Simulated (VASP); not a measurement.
# Cr (Cmcm) in VASP: a series of runs, part 2 of 2

VASP 6.6.1. Earlier steps stand in the parts before.

**5. Single point, PBEsol, collinear spin, ferromagnetic start**

File INCAR:

```
SYSTEM = Cr
  ALGO = Fast
  EDIFF = 1E-7
  ENCUT = 520
  GGA = PS
  ISIF = 2
  ISMEAR = -1
  ISPIN = 2
  LASPH = .True.
  LCHARG = .False.
  LMAXMIX = 4
  LORBIT = 11
  LREAL = .False.
  LWAVE = .False.
  MAGMOM = 3 3
  NBANDS = 23
  NELM = 150
  PREC = Accurate
  SIGMA = 0.05
```

File KPOINTS:

```
k-points
0
Gamma
  13 13 7
  0 0 0
```

File POSCAR:

```
Cr
1.0
    1.1470505050     -2.4670251200      0.0000000000
    1.1470505050      2.4670251200      0.0000000000
    0.0000000000      0.0000000000      4.0643107400
Cr
2
Direct
    0.8705325800      0.1294674200      0.7500000000
    0.1294674200      0.8705325800      0.2500000000
```

Potentials or basis: VASP PAW PBE potentials, release 64 (Cr_pv).

Run with:

```
$ cat potpaw_PBE.64/Cr_pv/POTCAR > POTCAR
$ mpirun -np 1 vasp_std > vasp.out
```

OUTCAR:

```text
SYSTEM = Cr
   EDIFF = 1E-7
   ENCUT = 520
   GGA = PS
   ISIF = 2
   ISMEAR = -1
   ISPIN = 2
   LASPH = .True.
   LORBIT = 11
   LREAL = .False.
   NELM = 150
   PREC = Accurate

 ion  position               nearest neighbor table
   1  0.871  0.129  0.750-   2 2.40   2 2.40   2 2.62   2 2.62   2 2.62   2 2.62
   2  0.129  0.871  0.250-   1 2.40   1 2.40   1 2.62   1 2.62   1 2.62   1 2.62

  LATTYP: Found a base centered orthorhombic cell.
 ALAT       =     2.2941010100
 B/A-ratio  =     2.1507554456
 C/A-ratio  =     1.7716354782

  Lattice vectors:

 A1 = (   1.1470505050,  -2.4670251200,   0.0000000000)
 A2 = (   1.1470505050,   2.4670251200,   0.0000000000)
 A3 = (   0.0000000000,   0.0000000000,   4.0643107400)

Analysis of symmetry for initial positions (statically):
=====================================================================
 Subroutine PRICEL returns:
 Original cell was already a primitive cell.

 Routine SETGRP: Setting up the symmetry group for a
 base centered orthorhombic supercell.

 Subroutine GETGRP returns: Found  8 space group operations
 (whereof  4 operations were pure point group operations)
 out of a pool of  8 trial point group operations.

The static configuration has the point symmetry C_2h.
 The point group associated with its full space group is D_2h.

Analysis of symmetry for dynamics (positions and initial velocities):
=====================================================================
 Subroutine PRICEL returns:
 Original cell was already a primitive cell.

 Routine SETGRP: Setting up the symmetry group for a
 base centered orthorhombic supercell.

 Subroutine GETGRP returns: Found  8 space group operations
 (whereof  4 operations were pure point group operations)
 out of a pool of  8 trial point group operations.

The dynamic configuration has the point symmetry C_2h.
 The point group associated with its full space group is D_2h.

Analysis of structural, dynamic, and magnetic symmetry:
=====================================================================
[... 156 lines left out ...]
  ---------------------------------------------------
  free energy    TOTEN  =       -19.81884285 eV

  energy without entropy =      -19.79503773  energy(sigma->0) =      -19.80694029

 E-fermi :  10.8471     XC(G=0): -13.8301

 val. band max:       10.8470407499   @ k =   0.3077   0.1538   0.1429
 cond. band min:      10.8471249581   @ k =   0.3077   0.1538   0.1429
 fundamental gap:      0.0000842082
 Fermi energy:        10.8471103474

 spin component 1

 k-point     1 :       0.0000    0.0000    0.0000
  band No.  band energies     occupation
      1     -32.4897      1.00000
      2     -31.9299      1.00000
      3     -31.6782      1.00000
      4     -31.5184      1.00000
      5     -31.4244      1.00000
      6     -31.4130      1.00000
[... 613 lines left out ...]
     22      22.6649      0.00000
     23      23.5484      0.00000

 [... further k-points ...]

 spin component 2

 k-point     1 :       0.0000    0.0000    0.0000
  band No.  band energies     occupation
      1     -32.4896      1.00000
      2     -31.9298      1.00000
      3     -31.6781      1.00000
      4     -31.5183      1.00000
      5     -31.4244      1.00000
      6     -31.4129      1.00000
[... 613 lines left out ...]
     22      22.6649      0.00000
     23      23.5484      0.00000

 [... further k-points ...]

------------------------ aborting loop because EDIFF is reached ----------------------------------------

  FORCE on cell =-STRESS in cart. coord.  units (eV):
  Direction    XX          YY          ZZ          XY          YZ          ZX
  --------------------------------------------------------------------------------------
  -------------------------------------------------------------------------------------
  Total       -0.4216572     -0.7180463      0.1953082      0.0000000      0.0000000      0.0000000
  in kB      -29.3695383    -50.0138161     13.6037305      0.0000000      0.0000000      0.0000000
  external PRESSURE =     -21.9265413 kB  Pullay stress =       0.0000000 kB

 VOLUME and BASIS-vectors are now :
 -----------------------------------------------------------------------------
  energy-cutoff  :      520.00
  volume of cell :       23.00
      direct lattice vectors                 reciprocal lattice vectors
     1.147050505 -2.467025120  0.000000000     0.435900597 -0.202673250  0.000000000
     1.147050505  2.467025120  0.000000000     0.435900597  0.202673250  0.000000000
     0.000000000  0.000000000  4.064310740     0.000000000  0.000000000  0.246044179

 POSITION                                       TOTAL-FORCE (eV/Angst)
 -----------------------------------------------------------------------------------
      1.14705     -1.82823      3.04823         0.000000      0.179224      0.000000
      1.14705      1.82823      1.01608         0.000000     -0.179224     -0.000000
 -----------------------------------------------------------------------------------
    total drift:                               -0.000000     -0.000000      0.000000

  FREE ENERGIE OF THE ION-ELECTRON SYSTEM (eV)
  ---------------------------------------------------
  free  energy   TOTEN  =       -19.8188428480 eV

  energy  without entropy=      -19.7950377288  energy(sigma->0) =      -19.80694029

 total charge

# of ion       s       p       d       tot
------------------------------------------
    1        0.434   6.394   4.280  11.109
    2        0.434   6.394   4.280  11.109
--------------------------------------------------
tot          0.869  12.789   8.559  22.217

 magnetization (x)

# of ion       s       p       d       tot
------------------------------------------
    1        0.000   0.000   0.000   0.000
    2        0.000   0.000   0.000   0.000
--------------------------------------------------
tot          0.000   0.000   0.000   0.000
```

Wall time 1.7 min (1 thread of AMD EPYC 9R45 (Zen 5), shared host); peak memory 0.22 GiB.

Results:

```
Free energy                                           : -19.8188 eV
Pressure                                              : -2.2 GPa
Largest force                                         : 0.179 eV/Å
Band gap on the k mesh                                : zero (filled and empty bands overlap)
Net moment                                            : 0.00 μB per cell
Valence electrons inside the program's atomic spheres : Cr 11.11
```

Forces in eV/Å, atoms in the order of the input:
```
Cr   0.000  0.179  0.000
Cr   0.000 -0.179  0.000
```

Stress tensor (GPa, compression positive):
```
-2.94  0.00  0.00
 0.00 -5.00  0.00
 0.00  0.00  1.36
```

Caveat: the starting moments collapsed, and a magnetic state may lie lower; the PAW data sets were made with another functional, which shifts forces and pressure a little.

**6. Single point, LDA, collinear spin, ferromagnetic start**

File INCAR:

```
PREC = Accurate ; ENCUT = 520
EDIFF = 1E-6 ; ISMEAR = -1
SIGMA = 0.05 ; LREAL = False
LASPH = True ; NELM = 150
ALGO = Normal ; ISIF = 2
LWAVE = False ; LCHARG = False
ISPIN = 2 ; MAGMOM = 3 3
LORBIT = 11 ; LMAXMIX = 4
NBANDS = 23
```

File KPOINTS:

```
regular mesh
0
Gamma
  13 13 7
```

POSCAR is that of step 5.

Potentials or basis: VASP PAW LDA potentials, release 64 (Cr_pv).

Run with:

```
$ cat potpaw_LDA.64/Cr_pv/POTCAR > POTCAR
$ mpirun -np 1 vasp_std > vasp.out
```

OUTCAR:

```text
PREC = Accurate
   ENCUT = 520
   EDIFF = 1E-6
   ISMEAR = -1
   LREAL = False
   LASPH = True
   NELM = 150
   ISIF = 2
   ISPIN = 2
   LORBIT = 11

 ion  position               nearest neighbor table
   1  0.871  0.129  0.750-   2 2.40   2 2.40   2 2.62   2 2.62   2 2.62   2 2.62
   2  0.129  0.871  0.250-   1 2.40   1 2.40   1 2.62   1 2.62   1 2.62   1 2.62

  LATTYP: Found a base centered orthorhombic cell.
 ALAT       =     2.2941010100
 B/A-ratio  =     2.1507554456
 C/A-ratio  =     1.7716354782

  Lattice vectors:

 A1 = (   1.1470505050,  -2.4670251200,   0.0000000000)
[... 1467 lines left out ...]

 VOLUME and BASIS-vectors are now :
 -----------------------------------------------------------------------------
  energy-cutoff  :      520.00
  volume of cell :       23.00
      direct lattice vectors                 reciprocal lattice vectors
     1.147050505 -2.467025120  0.000000000     0.435900597 -0.202673250  0.000000000
     1.147050505  2.467025120  0.000000000     0.435900597  0.202673250  0.000000000
     0.000000000  0.000000000  4.064310740     0.000000000  0.000000000  0.246044179

 POSITION                                       TOTAL-FORCE (eV/Angst)
 -----------------------------------------------------------------------------------
      1.14705     -1.82823      3.04823         0.000000      0.161499     -0.000000
      1.14705      1.82823      1.01608         0.000000     -0.161499      0.000000
 -----------------------------------------------------------------------------------
    total drift:                               -0.000000     -0.000000      0.000000

  FREE ENERGIE OF THE ION-ELECTRON SYSTEM (eV)
  ---------------------------------------------------
  free  energy   TOTEN  =       -20.5754999032 eV

  energy  without entropy=      -20.5515959468  energy(sigma->0) =      -20.56354793

 total charge

# of ion       s       p       d       tot
------------------------------------------
    1        0.431   6.385   4.300  11.116
    2        0.431   6.385   4.300  11.116
--------------------------------------------------
tot          0.862  12.770   8.599  22.231

 magnetization (x)

# of ion       s       p       d       tot
------------------------------------------
    1        0.000  -0.000  -0.000  -0.000
    2        0.000  -0.000  -0.000  -0.000
--------------------------------------------------
tot          0.000  -0.000  -0.000  -0.000
```

Run time: 2 min. Hardware: 1 thread of Intel Xeon Platinum 8375C at 2.90GHz (Ice Lake), shared host; peak memory 0.24 GiB.

Results:

```yaml
Free_energy: -20.5755 eV
Pressure: -9.3 GPa
Largest_force: 0.161 eV/Å
Band_gap_on_the_k_mesh: zero (filled and empty bands overlap)
Net_moment: 0.00 μB per cell
Valence_electrons_inside_the_program's_atomic_spheres: Cr 11.12
```

Forces on the atoms (eV/Å):
```
Cr   0.000  0.161  0.000
Cr   0.000 -0.161  0.000
```

Caveat: the starting moments collapsed, and a magnetic state may lie lower.

**7. Summary**

```csv
fixed moment (μB),pressure (GPa),moment (μB),largest force (eV/Å)
7.5,84.4,7.50,0.69
9.0,120.0,9.00,0.71
12.0,207.6,12.00,1.08
```

Alike in all rows: task single point; level PBEsol; potentials or basis VASP PAW PBE potentials, release 64 (Cr_pv); spin collinear, ferromagnetic start; cell as given; k mesh 11 × 11 × 6; cutoff (eV) 520; smearing fermi-dirac 0.05 eV.

Caveats: the PAW data sets were made with another functional, which shifts forces and pressure a little; the total moment is fixed, so each spin has its own Fermi level.

Total energies depend on the potentials used, so only differences within one code and one set of settings carry meaning.
